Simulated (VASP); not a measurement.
Bi2Te3, 10 atoms in the cell. The cell holds a slab with vacuum, 10 atoms: a = 4.484 Å, b = 4.484 Å, c = 31.661 Å, α = 90.00°, β = 90.00°, γ = 120.00°. 

| Quantity | Value |
| --- | --- |
| Program | VASP 6.6.1 |
| Task | single point |
| Functional | PBEsol |
| Potentials or basis | VASP PAW PBE potentials, release 64 (Te, Bi_d) |
| Cutoff | 520 eV |
| k mesh | 9 × 9 × 1 |
| Occupations | gaussian, width 0.1 eV |
| Spin | no spin polarisation |
| Dipole correction | yes |
| Further INCAR settings | ALGO = Normal; EDIFF = 1e-07; NBANDS = 59 |

Potentials or basis: VASP PAW PBE potentials, release 64 (Te, Bi_d).

Run with:

```sh
$ cat potpaw_PBE.64/Te/POTCAR potpaw_PBE.64/Bi_d/POTCAR > POTCAR
$ mpirun -np 1 vasp_std > vasp.out
```

Hardware: 1 thread of Intel(R) Xeon(R) Platinum 8259CL CPU @ 2.50GHz (Skylake/Cascade Lake) (shared host).

**Question.** How long does it take, and how much memory?

**Answer.** Run time: 29 min on 1 thread of Intel(R) Xeon(R) Platinum 8259CL CPU @ 2.50GHz (Skylake/Cascade Lake), with other jobs on the host, peak memory 0.85 GiB. Counts: scf iterations 56, k points 12.
